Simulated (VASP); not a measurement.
# B (P6/mmm) in VASP: notebook

B is run at these levels: r2SCAN; tasks: single point.

Everything below comes from runs of VASP 6.6.1. Logs are shortened: lines on timing, memory, paths and dates and some standing lists are left out, and cuts for length are marked.

### 1 The cell of the first run

The structure is hexagonal, space group P6/mmm (No. 191). The conventional cell has a = 1.797 Å, b = 1.797 Å, c = 3.262 Å, α = 90.00°, β = 90.00°, γ = 120.00°. Within 2.4 Å of B (site symmetry 6/mmm) lie 6 B at 1.80 Å.

### 2 Single point, r2SCAN

Contents of POSCAR:

```
B
1.0
    1.7972032725      0.0000000000      0.0000000000
   -0.8986016362      1.5564236897      0.0000000000
    0.0000000000      0.0000000000      3.2621271370
B
1
Direct
    0.0000000000      0.0000000000      0.0000000000
```

Contents of INCAR.step1:

```
SYSTEM = B
PREC = Accurate ; ENCUT = 520
ISMEAR = 0 ; SIGMA = 0.15
LREAL = .False. ; LASPH = .True.
NELM = 60 ; NBANDS = 8
GGA = PE ; ALGO = Normal
EDIFF = 1E-4 ; LWAVE = .True.
LCHARG = .False.
```

Contents of INCAR.step2:

```
SYSTEM = B
PREC = Accurate ; ENCUT = 520
EDIFF = 1E-6 ; ISMEAR = 0
SIGMA = 0.15 ; LREAL = .False.
LASPH = .True. ; NELM = 60
ALGO = Normal ; ISIF = 2
LWAVE = .False. ; LCHARG = .False.
METAGGA = R2SCAN ; LMIXTAU = .True.
NBANDS = 8 ; ISTART = 1
```

Contents of KPOINTS:

```
regular mesh
0
Gamma
  36 36 14
  0 0 0
```

Potentials or basis: VASP PAW PBE potentials, release 64 (B).

Started as:

```sh
cat potpaw_PBE.64/B/POTCAR > POTCAR
cp INCAR.step1 INCAR
mpirun -np 1 vasp_std > vasp.out
cp INCAR.step2 INCAR
mpirun -np 1 vasp_std > vasp.out
```

OUTCAR:

```text
SYSTEM = B
   PREC = Accurate
   ENCUT = 520
   EDIFF = 1E-6
   ISMEAR = 0
   LREAL = .False.
   LASPH = .True.
   NELM = 60
   ISIF = 2
   METAGGA = R2SCAN
   ISTART = 1

 ion  position               nearest neighbor table
   1  0.000  0.000  0.000-

  LATTYP: Found a hexagonal cell.
 ALAT       =     1.7972032725
 C/A-ratio  =     1.8151130631

  Lattice vectors:

 A1 = (   1.7972032725,   0.0000000000,   0.0000000000)
 A2 = (  -0.8986016362,   1.5564236897,   0.0000000000)
 A3 = (   0.0000000000,   0.0000000000,   3.2621271370)

Analysis of symmetry for initial positions (statically):
=====================================================================
 Subroutine PRICEL returns:
 Original cell was already a primitive cell.

 Routine SETGRP: Setting up the symmetry group for a
 hexagonal supercell.

 Subroutine GETGRP returns: Found 24 space group operations
 (whereof 24 operations were pure point group operations)
 out of a pool of 24 trial point group operations.

The static configuration has the point symmetry D_6h.

Analysis of symmetry for dynamics (positions and initial velocities):
=====================================================================
 Subroutine PRICEL returns:
 Original cell was already a primitive cell.

 Routine SETGRP: Setting up the symmetry group for a
 hexagonal supercell.

 Subroutine GETGRP returns: Found 24 space group operations
 (whereof 24 operations were pure point group operations)
 out of a pool of 24 trial point group operations.

The dynamic configuration has the point symmetry D_6h.

 Subroutine INISYM returns: Found 24 space group operations
 (whereof 24 operations are pure point group operations),
 and found     1 'primitive' translations

----------------------------------------------------------------------------------------

                                     Primitive cell

  volume of cell :       9.1249

  direct lattice vectors                    reciprocal lattice vectors
     1.797203273  0.000000000  0.000000000     0.556420086  0.321249287  0.000000000
    -0.898601636  1.556423690  0.000000000     0.000000000  0.642498573  0.000000000
     0.000000000  0.000000000  3.262127137     0.000000000  0.000000000  0.306548445

  length of vectors
     1.797203273  1.797203272  3.262127137     0.642498573  0.642498573  0.306548445

  position of ions in fractional coordinates (direct lattice)
     0.000000000  0.000000000  0.000000000

  ion indices of the primitive-cell ions
   primitive index   ion index
                 1           1

----------------------------------------------------------------------------------------

 KPOINTS: regular mesh

Automatic generation of k-mesh.
 Grid dimensions read from file:
 generate k-points for:   36   36   14

 Generating k-lattice:

  Cartesian coordinates                     Fractional coordinates (reciprocal lattice)
     0.015456114  0.008923591  0.000000000     0.027777778 -0.000000000  0.000000000
     0.000000000  0.017847183  0.000000000     0.000000000  0.027777778  0.000000000
     0.000000000  0.000000000  0.021896317     0.000000000  0.000000000  0.071428571

  Length of vectors
     0.017847183  0.017847183  0.021896317

  Shift w.r.t. Gamma in fractional coordinates (k-lattice)
     0.000000000  0.000000000  0.000000000

 Subroutine IBZKPT returns following result:
 ===========================================

 Found   1016 irreducible k-points:

 Following reciprocal coordinates:
            Coordinates               Weight
  0.000000  0.000000  0.000000      1.000000
  0.027778  0.000000  0.000000      6.000000
  0.055556  0.000000  0.000000      6.000000
  0.083333  0.000000  0.000000      6.000000
  0.111111  0.000000  0.000000      6.000000
  0.138889  0.000000  0.000000      6.000000
[... 16 lines left out ...]
  0.111111  0.027778  0.000000     12.000000
  0.138889  0.027778  0.000000     12.000000
 [... further k-points ...]
   k-points           NKPTS =   1016   k-points in BZ     NKDIM =   1016   number of bands    NBANDS=      8
   number of dos      NEDOS =    301   number of ions     NIONS =      1
   total plane-waves  NPLWV =   4704
   dimension x,y,z NGX =    14 NGY =   14 NGZ =   24
   dimension x,y,z NGXF=    28 NGYF=   28 NGZF=   48
   ions per type =               1
   NGX,Y,Z   is equivalent  to a cutoff of  12.95, 12.95, 12.23 a.u.
   NGXF,Y,Z  is equivalent  to a cutoff of  25.90, 25.90, 24.46 a.u.
 SYSTEM =  B
   PREC   = accura    normal or accurate (medium, high low for compatibility)
   ISTART =      1    job   : 0-new  1-cont  2-samecut
   ICHARG =      0    charge: 1-file 2-atom 10-const
   ISPIN  =      1    spin polarized calculation?
   LNONCOLLINEAR =      F non collinear calculations
   LSORBIT =      F    spin-orbit coupling
   LASPH  =      T    aspherical Exc in radial PAW
   ENCUT  =  520.0 eV  38.22 Ry    6.18 a.u.   3.34  3.34  6.07*2*pi/ulx,y,z
   NELM   =     60;   NELMIN=  2; NELMDL=  0     # of ELM steps
   EDIFF  = 0.1E-05   stopping-criterion for ELM
   LREAL  =      F    real-space projection
   EDIFFG = 0.1E-04   stopping-criterion for IOM
   NSW    =      0    number of steps for IOM
   IBRION =     -1    ionic relax: 0-MD 1-quasi-New 2-CG
   NFREE  =      0    steps in history (QN), initial steepest desc. (CG)
   ISIF   =      2    stress and relaxation
   ISYM   =      2    0-nonsym 1-usesym 2-fastsym
   POTIM  = 0.5000    time-step for ionic-motion
   TEBEG  =    0.0;   TEEND  =   0.0 temperature during run
   PSTRESS=    0.0 pullay stress
   NELECT =       3.0000    total number of electrons
   NUPDOWN=      -1.0000    fix difference up-down
   EMIN   =  10.00;   EMAX   =-10.00  energy-range for DOS
   EFERMI =   0.00;   METHOD = LEGACY
   ISMEAR =     0;   SIGMA  =   0.15  broadening in eV -4-tet -1-fermi 0-gaus
   EFERMI_NEDOS =   21; number of points for ismear=-14 and -15
   IALGO  =     38    algorithm
   IMIX   =      4    mixing-type and parameters
     AMIX     =   0.40;   BMIX     =  1.00
     AMIX_MAG =   1.60;   BMIX_MAG =  1.00
  volume/ion in A,a.u.               =       9.12        61.58
  Fermi-wavevector in a.u.,A,eV,Ry     =   1.129900  2.135201 17.370199  1.276674
  Thomas-Fermi vector in A             =   2.266595
   LORBIT       =      0    0 simple, 1 ext, 2 COOP (PROOUT), +10 PAW based schemes
   METAGGA = R2SCAN    functional components
   LHFCALC =     F    Hartree Fock is set to
   AEXX    =    0.0000 exact exchange contribution
   IVDW    =     0    specifies the selected vdW correction
   LEPSILON=     F    determine dielectric tensor
   LRPA    =     F    only Hartree local field effects (RPA)
 non-spin polarized calculation
 Gauss-broadening in eV      SIGMA  =   0.15
  energy-cutoff  :      520.00
  volume of cell :        9.12
 maximum number of plane-waves:       260
 NGX is ok and might be reduce to    14

 number of electron       3.0000000 magnetization

 Free energy of the ion-electron system (eV)
  ---------------------------------------------------
  ext. energy  EPLUGINS =         0.00000000
  ---------------------------------------------------
  free energy    TOTEN  =        -6.46332101 eV

  energy without entropy =       -6.45938391  energy(sigma->0) =       -6.46135246

 E-fermi :   5.4869     XC(G=0): -11.1568

 val. band max:        5.4830765926   @ k =   0.1944   0.1667   0.1429
 cond. band min:       5.4890700148   @ k =   0.2500   0.1667   0.3571
 fundamental gap:      0.0059934221
 Fermi energy:         5.4869200843

 k-point     1 :       0.0000    0.0000    0.0000
  band No.  band energies     occupation
      1     -11.8156      2.00000
      2       0.4255      2.00000
      3       9.7629      0.00000
      4      28.6330      0.00000
      5      28.6330      0.00000
      6      40.7095      0.00000
      7      47.9128      0.00000
      8      48.9129      0.00000

 k-point     2 :       0.0278    0.0000    0.0000
  band No.  band energies     occupation
      1     -11.7789      2.00000
      2       0.4732      2.00000
      3       9.8007      0.00000
      4      28.4787      0.00000
      5      28.5252      0.00000
      6      40.7083      0.00000
      7      47.8598      0.00000
      8      48.0317      0.00000

 k-point     3 :       0.0556    0.0000    0.0000
  band No.  band energies     occupation
      1     -11.6690      2.00000
      2       0.6163      2.00000
      3       9.9137      0.00000
      4      28.0170      0.00000
      5      28.2152      0.00000
      6      40.6974      0.00000
      7      46.1312      0.00000
      8      48.2715      0.00000

 k-point     4 :       0.0833    0.0000    0.0000
  band No.  band energies     occupation
      1     -11.4861      2.00000
      2       0.8545      2.00000
      3      10.1007      0.00000
      4      27.2561      0.00000
      5      27.7380      0.00000
      6      40.6535      0.00000
      7      44.4647      0.00000
      8      48.6930      0.00000

 k-point     5 :       0.1111    0.0000    0.0000
  band No.  band energies     occupation
      1     -11.2305      2.00000
      2       1.1874      2.00000
      3      10.3591      0.00000
      4      26.2180      0.00000
      5      27.1390      0.00000
      6      40.5298      0.00000
      7      43.0411      0.00000
      8      49.2387      0.00000
[... 177 lines left out ...]
 k-point    22 :       0.0833    0.0278    0.0000
  band No.  band energies     occupation
      1     -11.3399      2.00000
      2       1.0448      2.00000
      3      10.2491      0.00000
      4      26.7370      0.00000
      5      27.2972      0.00000
      6      40.5941      0.00000
      7      43.6480      0.00000
      8      48.8467      0.00000

 k-point    23 :       0.1111    0.0278    0.0000
  band No.  band energies     occupation
      1     -11.0482      2.00000
      2       1.4247      2.00000
      3      10.5415      0.00000
      4      25.5897      0.00000
      5      26.6407      0.00000
      6      40.3966      0.00000
      7      42.4390      0.00000
      8      49.4079      0.00000

 k-point    24 :       0.1389    0.0278    0.0000
  band No.  band energies     occupation
      1     -10.6847      2.00000
      2       1.8982      2.00000
      3      10.8969      0.00000
      4      24.2265      0.00000
      5      25.9372      0.00000
      6      39.9848      0.00000
      7      41.4698      0.00000
      8      49.8550      0.00000

 [... further k-points ...]
[... 5 lines left out ...]
  --------------------------------------------------------------------------------------
  -------------------------------------------------------------------------------------
  Total       -2.1142111     -2.1142111      0.3290000     -0.0000000     -0.0000000     -0.0000000
  in kB     -371.2214125   -371.2214125     57.7671055     -0.0000000     -0.0000000     -0.0000000
  external PRESSURE =    -228.2252399 kB  Pullay stress =       0.0000000 kB

 VOLUME and BASIS-vectors are now :
 -----------------------------------------------------------------------------
  energy-cutoff  :      520.00
  volume of cell :        9.12
      direct lattice vectors                 reciprocal lattice vectors
     1.797203273  0.000000000  0.000000000     0.556420086  0.321249287  0.000000000
    -0.898601636  1.556423690  0.000000000     0.000000000  0.642498573  0.000000000
     0.000000000  0.000000000  3.262127137     0.000000000  0.000000000  0.306548445

 POSITION                                       TOTAL-FORCE (eV/Angst)
 -----------------------------------------------------------------------------------
      0.00000      0.00000      0.00000         0.000000      0.000000      0.000000
 -----------------------------------------------------------------------------------
    total drift:                               -0.000000      0.000000      0.000000

  FREE ENERGIE OF THE ION-ELECTRON SYSTEM (eV)
  ---------------------------------------------------
  free  energy   TOTEN  =        -6.4633210071 eV

  energy  without entropy=       -6.4593839110  energy(sigma->0) =       -6.46135246
```

Wall time 3.1 min (1 thread of Intel Xeon 6975P-C, shared host); peak memory 0.17 GiB.

What came out:

| Item | Value |
| --- | --- |
| Free energy | -6.4633 eV |
| Pressure | -22.8 GPa |

Levels at points of the mesh, in eV from the Fermi level:
```tsv
k point	band 1	band 2	band 3	band 4	band 5	band 6	band 7
(0.00, 0.00, 0.00)	-17.30	-5.06	4.28	23.15	23.15	35.22	42.43
(0.50, 0.00, 0.00)	-8.41	-0.09	6.84	15.03	15.86	18.42	20.39
(0.00, 0.00, 0.50)	-16.53	-8.63	14.11	19.65	23.19	23.19	43.80
(0.50, 0.00, 0.50)	-8.16	0.88	4.49	10.42	15.12	26.28	30.45
```

Caveat: the PAW data sets were made with another functional, which shifts forces and pressure a little.

### 3 Single point, r2SCAN

This run uses another cell than the first one, of the same volume but with other edges.

Contents of POSCAR:

```
B
1.0
    1.6020513316      0.0000000000      0.0000000000
   -0.8010256658      1.3874171513      0.0000000000
    0.0000000000      0.0000000000      4.1052766585
B
1
Direct
    0.0000000000      0.0000000000      0.0000000000
```

Contents of INCAR.step1:

```
SYSTEM = B
PREC = Accurate
ENCUT = 520
ISMEAR = 0
SIGMA = 0.15
LREAL = .FALSE.
LASPH = .TRUE.
NELM = 60
NBANDS = 8
GGA = PE
ALGO = Normal
EDIFF = 1E-4
LWAVE = .TRUE.
LCHARG = .FALSE.
```

Contents of INCAR.step2:

```
SYSTEM = B
PREC = Accurate
ENCUT = 520
EDIFF = 1E-6
ISMEAR = 0
SIGMA = 0.15
LREAL = .FALSE.
LASPH = .TRUE.
NELM = 60
ALGO = Normal
ISIF = 2
LWAVE = .FALSE.
LCHARG = .FALSE.
METAGGA = R2SCAN
LMIXTAU = .TRUE.
NBANDS = 8
ISTART = 1
```

Contents of KPOINTS:

```
Automatic mesh
0
G
  36 36 14
  0 0 0
```

Potentials or basis: VASP PAW PBE potentials, release 64 (B).

Started as:

```sh
cat potpaw_PBE.64/B/POTCAR > POTCAR
cp INCAR.step1 INCAR
mpirun -np 1 vasp_std > vasp.out
cp INCAR.step2 INCAR
mpirun -np 1 vasp_std > vasp.out
```

It took 2.2 min on 1 thread of Intel Xeon 6975P-C, shared host; peak memory 0.16 GiB.

Results (log left out):

```yaml
Free_energy: -6.3833 eV
Pressure: 40.6 GPa
```

Stress tensor (GPa, compression positive):
```
61.60  0.00  0.00
 0.00 61.60  0.00
 0.00  0.00 -1.55
```

Levels at points of the mesh, in eV from the Fermi level:
| k point | band 1 | band 2 | band 3 | band 4 | band 5 | band 6 |
| --- | --- | --- | --- | --- | --- | --- |
| (0.00, 0.00, 0.00) | -19.74 | -9.26 | 1.29 | 19.86 | 24.39 | 31.43 |
| (0.50, 0.00, 0.00) | -10.45 | 2.52 | 7.42 | 14.91 | 20.08 | 20.35 |
| (0.00, 0.00, 0.50) | -19.64 | -10.10 | 6.09 | 9.63 | 31.43 | 31.43 |
| (0.50, 0.00, 0.50) | -10.44 | 2.67 | 6.97 | 13.30 | 20.35 | 24.36 |

Caveat: the PAW data sets were made with another functional, which shifts forces and pressure a little.

[end of part 1 of 2]
